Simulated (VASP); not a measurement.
Write the native input for VASP 6.6.1 that does the following.

```yaml
Task: single point
Functional: PBE
Potentials_or_basis: VASP PAW PBE potentials, release 64 (Cd, Hg, S)
Cutoff: 520 eV
k_mesh: 6 × 6 × 6
Occupations: gaussian, width 0.02 eV
Spin: no spin polarisation
Dipole_correction: no
Further_INCAR_settings: ALGO = Normal; EDIFF = 1e-06; NBANDS = 46
```

The structure of Cd3HgS4 lies in POSCAR:

```
Cd3HgS4
1.0
   -2.9709956881      2.9709956881      5.9426513577
    2.9709956881     -2.9709956881      5.9426513577
    2.9709956881      2.9709956881     -5.9426513577
Cd Hg S
3 1 4
Direct
    0.5000000000      0.5000000000      0.0000000000
    0.2500000000      0.7500000000      0.5000000000
    0.7500000000      0.2500000000      0.5000000000
    0.0000000000      0.0000000000      0.0000000000
    0.6220026464      0.6220026464      0.4958943388
    0.1261083076      0.1261083076      0.5041056612
    0.8738916924      0.3779973536      0.0000000000
    0.3779973536      0.8738916924      0.0000000000
```

One way to write it, as run:

INCAR

```
ALGO = Normal ; EDIFF = 1E-6
ENCUT = 520 ; GGA = PE
ISIF = 2 ; ISMEAR = 0
LASPH = True ; LCHARG = False
LREAL = False ; LWAVE = False
NBANDS = 46 ; NELM = 80
PREC = Accurate ; SIGMA = 0.02
```

KPOINTS

```
k-points
0
Gamma
  6 6 6
```

Potentials or basis: VASP PAW PBE potentials, release 64 (Cd, Hg, S).

Launch:

```sh
$ cat potpaw_PBE.64/Cd/POTCAR potpaw_PBE.64/Hg/POTCAR potpaw_PBE.64/S/POTCAR > POTCAR
$ mpirun -np 1 vasp_std > vasp.out
```

It gave:

```json
{
 "Pressure": "0.3 GPa",
 "Band gap on the k mesh": "0.63 eV, direct"
}
```

Caveat: spin-orbit coupling is left out, which moves the levels of the heavy elements.

Wall time 6.1 min on 1 thread of Intel(R) Xeon(R) 6975P-C (Granite Rapids), on a shared host, peak memory 0.54 GiB.
